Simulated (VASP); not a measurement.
# C (Pmma) in VASP: a series of runs, part 2 of 2

VASP 6.6.1.

### Step 4. Single point, PBE+D3(BJ) (atoms displaced along a vibrational mode)

INCAR

```
SYSTEM = C
PREC = Accurate
ENCUT = 520
EDIFF = 1E-7
ISMEAR = 0
SIGMA = 0.15
LREAL = .FALSE.
LASPH = .TRUE.
NELM = 100
ALGO = Normal
ISIF = 2
LWAVE = .FALSE.
LCHARG = .TRUE.
GGA = PE
IVDW = 12
LELF = .TRUE.
LVHAR = .TRUE.
NBANDS = 16
```

KPOINTS

```
Automatic mesh
0
G
  18 12 10
  0 0 0
```

POSCAR

```
C
1.0
   -2.4646600698      0.0000000000      0.0000000000
    0.0000000000      0.0000000000     -3.5719696368
    0.0000000000     -4.2689164642      0.0000000000
C
4
Direct
    0.5000000000      0.0000000000      0.1891548088
    0.0000000000      0.0000000000      0.6610446312
    0.0000000000      0.0000000000      0.3108451912
    0.5000000000      0.0000000000      0.8389553688
```

Potentials or basis: VASP PAW PBE potentials, release 64 (C).

On the command line:

```bash
$ cat potpaw_PBE.64/C/POTCAR > POTCAR
$ mpirun -np 1 vasp_std > vasp.out
```

OUTCAR:

```text
SYSTEM = C
   PREC = Accurate
   ENCUT = 520
   EDIFF = 1E-7
   ISMEAR = 0
   LREAL = .FALSE.
   LASPH = .TRUE.
   NELM = 100
   ISIF = 2
   GGA = PE
   IVDW = 12
 IVDW          = 12

 ion  position               nearest neighbor table
   1  0.500  0.000  0.189-   3 1.34   3 1.34   4 1.49
   2  0.000  0.000  0.661-   4 1.45   4 1.45   3 1.49
   3  0.000  0.000  0.311-   1 1.34   1 1.34   2 1.49
   4  0.500  0.000  0.839-   2 1.45   2 1.45   1 1.49

  LATTYP: Found a simple orthorhombic cell.
[... 658 lines left out ...]

 E8    (eV) :    -0.1609

  FORCE on cell =-STRESS in cart. coord.  units (eV):
  Direction    XX          YY          ZZ          XY          YZ          ZX
  --------------------------------------------------------------------------------------
  -------------------------------------------------------------------------------------
  Total       4.24924    -0.93844    -0.00134     0.00000     0.00000     0.00000
  in kB     181.15032   -40.00689    -0.05720     0.00000     0.00000     0.00000
  external pressure =       47.03 kB  Pullay stress =        0.00 kB

 VOLUME and BASIS-vectors are now :
 -----------------------------------------------------------------------------
  energy-cutoff  :      520.00
  volume of cell :       37.58
      direct lattice vectors                 reciprocal lattice vectors
    -2.464660070  0.000000000  0.000000000    -0.405735465  0.000000000  0.000000000
     0.000000000  0.000000000 -3.571969637     0.000000000  0.000000000 -0.279957587
     0.000000000 -4.268916464  0.000000000     0.000000000 -0.234251480  0.000000000

 POSITION                                       TOTAL-FORCE (eV/Angst)
 -----------------------------------------------------------------------------------
     -1.23233     -0.80749      0.00000         0.000000      8.234839      0.000000
      0.00000     -2.82194      0.00000         0.000000     -1.246418      0.000000
      0.00000     -1.32697      0.00000         0.000000     -8.234839      0.000000
     -1.23233     -3.58143      0.00000         0.000000      1.246418      0.000000
 -----------------------------------------------------------------------------------
    total drift:                               -0.000000     -0.000000      0.000000

  FREE ENERGIE OF THE ION-ELECTRON SYSTEM (eV)
  ---------------------------------------------------
  free  energy   TOTEN  =       -36.5988702324 eV

  energy  without entropy=      -36.5978475144  energy(sigma->0) =      -36.59835887
```

stdout:

```text
POSCAR found type information on POSCAR C
 POSCAR found :  1 types and       4 ions
 scaLAPACK will be used
 LDA part: xc-table for (Slater+PW92), standard interpolation
 POSCAR, INCAR and KPOINTS ok, starting setup
 FFT: planning ... GRIDC
 FFT: planning ... GRID_SOFT
 FFT: planning ... GRID
 WAVECAR not read
 entering main loop
```

Run time: 3 min. Hardware: 1 thread of Intel Xeon Platinum 8488C (Sapphire Rapids), shared host; peak memory 0.29 GiB.

Results:

| Item | Value |
| --- | --- |
| Free energy | -36.5989 eV |
| Pressure | 4.7 GPa |
| Largest force | 8.235 eV/Å |
| Band gap on the k mesh | zero (bands 8 and 9 overlap by 0.08 eV) |
| Dispersion energy per atom | -0.143 eV |

Forces on the atoms (eV/Å):
```
C    0.000  8.235  0.000
C    0.000 -1.246  0.000
C    0.000 -8.235  0.000
C    0.000  1.246  0.000
```

Stress tensor (GPa, compression positive):
```
18.12  0.00  0.00
 0.00 -4.00  0.00
 0.00  0.00 -0.01
```

Caveat: the cell differs from its parent crystal (atoms displaced along a vibrational mode); the cell stands under pressure; forces of over 1 eV/Å act on the atoms, so gaps and moduli don't describe the material at rest.

### Step 5. Single point, PBE+D3(BJ) (atoms displaced along a vibrational mode)

INCAR

```
PREC = Accurate
ENCUT = 520
EDIFF = 1E-7
ISMEAR = 0
SIGMA = 0.15
LREAL = F
LASPH = T
NELM = 60
ALGO = Normal
ISIF = 2
LWAVE = F
LCHARG = F
GGA = PE
IVDW = 12
NBANDS = 16
```

KPOINTS

```
Automatic mesh
0
Gamma
  18 12 10
```

POSCAR

```
C
1.0
   -2.4646600698      0.0000000000      0.0000000000
    0.0000000000      0.0000000000     -3.5719696368
    0.0000000000     -4.2689164642      0.0000000000
C
4
Direct
    0.5000000000      0.0000000000      0.1666666667
    0.0000000000      0.0000000000      0.6385564891
    0.0000000000      0.0000000000      0.3333333333
    0.5000000000      0.0000000000      0.8614435109
```

On the command line:

```bash
$ cat potpaw_PBE.64/C/POTCAR > POTCAR
$ mpirun -np 1 vasp_std > vasp.out
```

Run time: 2.7 min. Hardware: 1 thread of Intel Xeon Platinum 8488C (Sapphire Rapids), shared host; peak memory 0.29 GiB.

The run converged. Its results:

| Quantity | Value |
| --- | --- |
| Free energy | -36.0811 eV |
| Pressure | 10.0 GPa |
| Largest force | 11.234 eV/Å |
| Band gap on the k mesh | zero (bands 8 and 9 overlap by 0.67 eV) |
| Dispersion energy per atom | -0.143 eV |

Forces in eV/Å, atoms in the order of the input:
```
C     0.000  -2.856   0.000
C     0.000 -11.234   0.000
C     0.000   2.856   0.000
C     0.000  11.234   0.000
```

Stress tensor (GPa, compression positive):
```
 3.74  0.00  0.00
 0.00 26.64  0.00
 0.00  0.00 -0.38
```

Levels at points of the mesh, in eV from the Fermi level:
| k point | band 4 | band 5 | band 6 | band 7 | band 8 | band 9 | band 10 | band 11 | band 12 | band 13 |
| --- | --- | --- | --- | --- | --- | --- | --- | --- | --- | --- |
| (0.00, 0.00, 0.00) | -6.76 | -5.97 | -4.31 | -0.57 | -0.57 | 1.09 | 4.08 | 6.15 | 7.60 | 10.37 |
| (0.50, 0.00, 0.00) | -9.84 | -9.00 | -9.00 | -2.39 | -2.39 | 4.31 | 4.31 | 8.84 | 8.84 | 10.10 |
| (0.00, 0.50, 0.00) | -8.15 | -5.94 | -4.29 | -1.69 | -0.54 | 0.00 | 6.20 | 7.84 | 9.34 | 10.72 |
| (0.50, 0.50, 0.00) | -9.77 | -8.91 | -8.91 | -3.43 | -3.43 | 3.43 | 3.43 | 9.65 | 9.65 | 10.10 |
| (0.00, 0.00, 0.50) | -7.52 | -5.50 | -5.27 | -4.36 | -2.54 | 5.72 | 6.08 | 6.82 | 8.15 | 8.23 |
| (0.50, 0.00, 0.50) | -12.40 | -6.27 | -6.27 | -2.16 | -2.16 | 3.42 | 3.42 | 6.52 | 6.52 | 11.03 |
| (0.00, 0.50, 0.50) | -7.46 | -6.77 | -5.77 | -5.24 | -2.51 | 6.21 | 7.47 | 8.37 | 9.74 | 10.71 |
| (0.50, 0.50, 0.50) | -12.28 | -6.23 | -6.23 | -3.09 | -3.09 | 2.00 | 2.00 | 6.74 | 6.74 | 13.25 |

Caveat: the cell differs from its parent crystal (atoms displaced along a vibrational mode); the cell stands under pressure; forces of over 1 eV/Å act on the atoms, so gaps and moduli don't describe the material at rest.

### Step 6. Single point, PBE+D3(BJ) (atoms displaced along a vibrational mode)

INCAR

```
ALGO     = Normal         # electronic algorithm
EDIFF    = 1E-6           # SCF threshold, eV
ENCUT    = 520            # plane-wave cutoff, eV
GGA      = PE             # functional
ISIF     = 2              # what is computed and relaxed
ISMEAR   = 0              # smearing method
IVDW     = 12             # dispersion correction
LASPH    = True           # aspherical terms in the spheres
LCHARG   = False          # write CHGCAR
LREAL    = False          # projectors in reciprocal space
LWAVE    = False          # write WAVECAR
NBANDS   = 16             # bands
NELM     = 80             # most SCF steps
PREC     = Accurate       # precision mode
SIGMA    = 0.15           # smearing width, eV
```

KPOINTS

```
k-points
0
Gamma
  18 12 10
```

POSCAR

```
C
1.0
   -2.4646600698      0.0000000000      0.0000000000
    0.0000000000      0.0000000000     -3.5719696368
    0.0000000000     -4.2689164642      0.0000000000
C
4
Direct
    0.5000000000      0.0000000000      0.1779107377
    0.0000000000      0.0000000000      0.6498005601
    0.0000000000      0.0000000000      0.3220892623
    0.5000000000      0.0000000000      0.8501994399
```

Potentials or basis: VASP PAW PBE potentials, release 64 (C).

On the command line:

```bash
$ cat potpaw_PBE.64/C/POTCAR > POTCAR
$ mpirun -np 1 vasp_std > vasp.out
```

OUTCAR:

```text
EDIFF = 1E-6
   ENCUT = 520
   GGA = PE
   ISIF = 2
   ISMEAR = 0
   IVDW = 12
   LASPH = True
   LREAL = False
   NELM = 80
   PREC = Accurate
 IVDW          = 12

 ion  position               nearest neighbor table
   1  0.500  0.000  0.178-   3 1.38   3 1.38   4 1.40
   2  0.000  0.000  0.650-   3 1.40   4 1.50   4 1.50
   3  0.000  0.000  0.322-   1 1.38   1 1.38   2 1.40
   4  0.500  0.000  0.850-   1 1.40   2 1.50   2 1.50

  LATTYP: Found a simple orthorhombic cell.
 ALAT       =     2.4646600698
 B/A-ratio  =     1.4492747623
 C/A-ratio  =     1.7320508075

  Lattice vectors:

 A1 = (  -2.4646600698,   0.0000000000,   0.0000000000)
 A2 = (   0.0000000000,   0.0000000000,  -3.5719696368)
 A3 = (   0.0000000000,  -4.2689164642,   0.0000000000)

Analysis of symmetry for initial positions (statically):
=====================================================================
 Subroutine PRICEL returns:
 Original cell was already a primitive cell.

 Routine SETGRP: Setting up the symmetry group for a
 simple orthorhombic supercell.

 Subroutine GETGRP returns: Found  8 space group operations
 (whereof  4 operations were pure point group operations)
 out of a pool of  8 trial point group operations.

The static configuration has the point symmetry C_2v.
 The point group associated with its full space group is D_2h.

Analysis of symmetry for dynamics (positions and initial velocities):
=====================================================================
 Subroutine PRICEL returns:
 Original cell was already a primitive cell.

 Routine SETGRP: Setting up the symmetry group for a
 simple orthorhombic supercell.

 Subroutine GETGRP returns: Found  8 space group operations
 (whereof  4 operations were pure point group operations)
 out of a pool of  8 trial point group operations.

The dynamic configuration has the point symmetry C_2v.
 The point group associated with its full space group is D_2h.

 Subroutine INISYM returns: Found  8 space group operations
 (whereof  4 operations are pure point group operations),
 and found     1 'primitive' translations

----------------------------------------------------------------------------------------

                                     Primitive cell

  volume of cell :      37.5822

  direct lattice vectors                    reciprocal lattice vectors
    -2.464660070  0.000000000  0.000000000    -0.405735465  0.000000000  0.000000000
     0.000000000  0.000000000 -3.571969637     0.000000000  0.000000000 -0.279957587
     0.000000000 -4.268916464  0.000000000     0.000000000 -0.234251480  0.000000000

  length of vectors
     2.464660070  3.571969637  4.268916464     0.405735465  0.279957587  0.234251480

  position of ions in fractional coordinates (direct lattice)
     0.500000000  0.000000000  0.177910738
     0.000000000  0.000000000  0.649800560
     0.000000000  0.000000000  0.322089262
     0.500000000  0.000000000  0.850199440

  ion indices of the primitive-cell ions
   primitive index   ion index
                 1           1
                 2           2
                 3           3
                 4           4

[... 27 lines left out ...]
            Coordinates               Weight
  0.000000  0.000000  0.000000      1.000000
  0.055556  0.000000  0.000000      2.000000
  0.111111  0.000000  0.000000      2.000000
  0.166667  0.000000  0.000000      2.000000
  0.222222  0.000000  0.000000      2.000000
  0.277778  0.000000  0.000000      2.000000
[... 16 lines left out ...]
  0.111111  0.166667  0.000000      4.000000
  0.166667  0.166667  0.000000      4.000000
 [... further k-points ...]
   k-points           NKPTS =    420   k-points in BZ     NKDIM =    420   number of bands    NBANDS=     16
   number of dos      NEDOS =    301   number of ions     NIONS =      4
   total plane-waves  NPLWV =  16128
   dimension x,y,z NGX =    18 NGY =   28 NGZ =   32
   dimension x,y,z NGXF=    36 NGYF=   56 NGZF=   64
   ions per type =               4
   NGX,Y,Z   is equivalent  to a cutoff of  12.14, 13.03, 12.46 a.u.
   NGXF,Y,Z  is equivalent  to a cutoff of  24.28, 26.06, 24.92 a.u.
 SYSTEM =  unknown system
   PREC   = accura    normal or accurate (medium, high low for compatibility)
   ISTART =      0    job   : 0-new  1-cont  2-samecut
   ICHARG =      2    charge: 1-file 2-atom 10-const
   ISPIN  =      1    spin polarized calculation?
   LNONCOLLINEAR =      F non collinear calculations
   LSORBIT =      F    spin-orbit coupling
   LASPH  =      T    aspherical Exc in radial PAW
   ENCUT  =  520.0 eV  38.22 Ry    6.18 a.u.   4.58  6.64  7.94*2*pi/ulx,y,z
   NELM   =     80;   NELMIN=  2; NELMDL= -5     # of ELM steps
   EDIFF  = 0.1E-05   stopping-criterion for ELM
   LREAL  =      F    real-space projection
   EDIFFG = 0.1E-04   stopping-criterion for IOM
   NSW    =      0    number of steps for IOM
   IBRION =     -1    ionic relax: 0-MD 1-quasi-New 2-CG
   NFREE  =      0    steps in history (QN), initial steepest desc. (CG)
   ISIF   =      2    stress and relaxation
   ISYM   =      2    0-nonsym 1-usesym 2-fastsym
   POTIM  = 0.5000    time-step for ionic-motion
   TEBEG  =    0.0;   TEEND  =   0.0 temperature during run
   PSTRESS=    0.0 pullay stress
   NELECT =      16.0000    total number of electrons
   NUPDOWN=      -1.0000    fix difference up-down
   EMIN   =  10.00;   EMAX   =-10.00  energy-range for DOS
   EFERMI =   0.00;   METHOD = LEGACY
   ISMEAR =     0;   SIGMA  =   0.15  broadening in eV -4-tet -1-fermi 0-gaus
   EFERMI_NEDOS =   21; number of points for ismear=-14 and -15
   IALGO  =     38    algorithm
   IMIX   =      4    mixing-type and parameters
     AMIX     =   0.40;   BMIX     =  1.00
     AMIX_MAG =   1.60;   BMIX_MAG =  1.00
  volume/ion in A,a.u.               =       9.40        63.40
  Fermi-wavevector in a.u.,A,eV,Ry     =   1.231556  2.327303 20.636352  1.516729
  Thomas-Fermi vector in A             =   2.366360
   LORBIT       =      0    0 simple, 1 ext, 2 COOP (PROOUT), +10 PAW based schemes
   GGA     = PE    functional components
   LHFCALC =     F    Hartree Fock is set to
   AEXX    =    0.0000 exact exchange contribution
   IVDW    =    12    specifies the selected vdW correction
   LEPSILON=     F    determine dielectric tensor
   LRPA    =     F    only Hartree local field effects (RPA)
 non-spin polarized calculation
 Gauss-broadening in eV      SIGMA  =   0.15
  energy-cutoff  :      520.00
  volume of cell :       37.58
 maximum number of plane-waves:      1040
   NGX =  9   NGY = 13   NGZ = 15

 number of electron      16.0000003 magnetization

 Free energy of the ion-electron system (eV)
  ---------------------------------------------------
  ext. energy  EPLUGINS =         0.00000000
  ---------------------------------------------------
  free energy    TOTEN  =       -36.27254529 eV

  energy without entropy =      -36.27170482  energy(sigma->0) =      -36.27212506

 E-fermi :   4.1779     XC(G=0):  -9.8822

 val. band max:        4.1367045948   @ k =   0.3333   0.3333   0.0000
 cond. band min:       4.1813258432   @ k =   0.2778   0.0000   0.0000
 fundamental gap:      0.0446212483
 Fermi energy:         4.1779395966

 k-point     1 :       0.0000    0.0000    0.0000
  band No.  band energies     occupation
      1     -15.5394      2.00000
      2      -9.9357      2.00000
      3      -9.3883      2.00000
      4      -2.7925      2.00000
      5      -2.6757      2.00000
      6       0.9250      2.00000
[... 433 lines left out ...]
      3      -8.9690      2.00000
      4      -4.3742      2.00000
      5      -2.6117      2.00000
      6      -0.0842      2.00000
[... 8 lines left out ...]
     15      15.9105      0.00000
     16      16.4444      0.00000

 [... further k-points ...]

------------------------ aborting loop because EDIFF is reached ----------------------------------------

 Edisp (eV)   -0.57277

 E8    (eV) :    -0.1609

  FORCE on cell =-STRESS in cart. coord.  units (eV):
  Direction    XX          YY          ZZ          XY          YZ          ZX
  --------------------------------------------------------------------------------------
  -------------------------------------------------------------------------------------
  Total       1.47902     0.79477    -0.01831     0.00000     0.00000     0.00000
  in kB      63.05250    33.88219    -0.78043     0.00000     0.00000     0.00000
  external pressure =       32.05 kB  Pullay stress =        0.00 kB

 VOLUME and BASIS-vectors are now :
 -----------------------------------------------------------------------------
  energy-cutoff  :      520.00
  volume of cell :       37.58
      direct lattice vectors                 reciprocal lattice vectors
    -2.464660070  0.000000000  0.000000000    -0.405735465  0.000000000  0.000000000
     0.000000000  0.000000000 -3.571969637     0.000000000  0.000000000 -0.279957587
     0.000000000 -4.268916464  0.000000000     0.000000000 -0.234251480  0.000000000

 POSITION                                       TOTAL-FORCE (eV/Angst)
 -----------------------------------------------------------------------------------
     -1.23233     -0.75949      0.00000         0.000000      3.481644      0.000000
      0.00000     -2.77394      0.00000         0.000000     -5.776583      0.000000
      0.00000     -1.37497      0.00000         0.000000     -3.481644      0.000000
     -1.23233     -3.62943      0.00000         0.000000      5.776583      0.000000
 -----------------------------------------------------------------------------------
    total drift:                               -0.000000     -0.000000     -0.000000

  FREE ENERGIE OF THE ION-ELECTRON SYSTEM (eV)
  ---------------------------------------------------
  free  energy   TOTEN  =       -36.8453195903 eV

  energy  without entropy=      -36.8444791287  energy(sigma->0) =      -36.84489936
```

Run time: 77 s. Hardware: 1 thread of AMD EPYC 9R45 (Zen 5), shared host; peak memory 0.26 GiB.

Results:

```
Free energy                : -36.8453 eV
Pressure                   : 3.2 GPa
Largest force              : 5.777 eV/Å
Band gap on the k mesh     : zero (bands 8 and 9 overlap by 0.54 eV)
Dispersion energy per atom : -0.143 eV
```

Forces on the atoms (eV/Å):
```
C    0.000  3.482  0.000
C    0.000 -5.777  0.000
C    0.000 -3.482  0.000
C    0.000  5.777  0.000
```

Stress tensor (GPa, compression positive):
```
 6.31  0.00  0.00
 0.00  3.39  0.00
 0.00  0.00 -0.08
```

Levels at points of the mesh, in eV from the Fermi level:
| k point | band 6 | band 7 | band 8 | band 9 | band 10 | band 11 |
| --- | --- | --- | --- | --- | --- | --- |
| (0.00, 0.00, 0.00) | -3.25 | -2.17 | -1.59 | 2.00 | 3.81 | 6.89 |
| (0.50, 0.00, 0.00) | -9.11 | -2.28 | -2.28 | 3.39 | 3.39 | 9.22 |
| (0.00, 0.50, 0.00) | -3.23 | -2.63 | -2.15 | 0.76 | 7.10 | 7.70 |
| (0.50, 0.50, 0.00) | -9.04 | -3.38 | -3.38 | 2.56 | 2.56 | 10.27 |
| (0.00, 0.00, 0.50) | -5.77 | -4.62 | -3.45 | 5.51 | 5.79 | 6.77 |
| (0.50, 0.00, 0.50) | -6.40 | -2.00 | -2.00 | 2.51 | 2.51 | 6.87 |
| (0.00, 0.50, 0.50) | -6.30 | -6.04 | -3.42 | 6.11 | 7.55 | 7.60 |
| (0.50, 0.50, 0.50) | -6.37 | -2.97 | -2.97 | 1.20 | 1.20 | 7.12 |

Caveat: the cell differs from its parent crystal (atoms displaced along a vibrational mode); the cell stands under pressure; forces of over 1 eV/Å act on the atoms, so gaps and moduli don't describe the material at rest.

### Step 7. The runs side by side

| cell | gap on the mesh (eV) | pressure (GPa) | largest force (eV/Å) |
| --- | --- | --- | --- |
| as given, atomic positions A | none | 1.5 | 4.16 |
| as given, atomic positions B | none | 7.5 | 8.24 |
| as given, atomic positions C | none | 4.7 | 8.23 |
| as given, atomic positions D | none | 10.0 | 11.23 |
| as given, atomic positions E | none | 3.2 | 5.78 |

Alike in all rows: task single point; level PBE+D3(BJ); potentials or basis VASP PAW PBE potentials, release 64 (C); no spin polarisation; k mesh 18 × 12 × 10; cutoff (eV) 520; smearing gaussian 0.15 eV.

Caveats: forces of over 1 eV/Å act on the atoms, so gaps and moduli don't describe the material at rest; the cell stands under pressure (at least some runs).

Total energies depend on the potentials used, so only differences within one code and one set of settings carry meaning.
